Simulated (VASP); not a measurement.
KTaO3: single point with RPBE+D4

KTaO3:

```xyz
5
Lattice="4.0246 0.0000 0.0000 0.0000 4.0246 0.0000 0.0000 0.0000 4.0246" Properties=species:S:1:pos:R:3 pbc="T T T"
Ta    0.0000    0.0000    0.0000
K     2.0123    2.0123    2.0123
O     0.0000    0.0000    2.0123
O     0.0000    2.0123    0.0000
O     2.0123    0.0000    0.0000
```

| Property | Result |
| --- | --- |
| Program | VASP 6.6.1 |
| Task | single point |
| Functional | RPBE |
| Dispersion | D4 |
| Potentials or basis | VASP PAW PBE potentials, release 64 (Ta_pv, K_sv, O) |
| Cutoff | 520 eV |
| k mesh | 7 × 7 × 7 |
| Occupations | fermi-dirac, width 0.05 eV |
| Spin | no spin polarisation |
| Dipole correction | no |
| Further INCAR settings | ALGO = Normal; EDIFF = 1e-06; NBANDS = 27 |

* Pressure: 0.5 GPa
* Band gap on the k mesh: 2.22 eV, indirect (least direct gap 2.79 eV)
* Dispersion energy per atom: -0.314 eV

Levels at points of the mesh, in eV from the valence-band top:
```
           k point  band 15  band 16  band 17  band 18  band 19  band 20  band 21  band 22  band 23  band 24
(0.00, 0.00, 0.00)    -0.95    -0.95    -0.57    -0.57    -0.57     2.22     2.22     2.22     6.50     6.50
```

It took 91 s on 1 thread of AMD EPYC 7R13 (shared host), peak memory 0.16 GiB.

Caveat: the PAW data sets were made with another functional, which shifts forces and pressure a little; spin-orbit coupling is left out, which moves the levels of the heavy elements. A k mesh can miss the band edges.
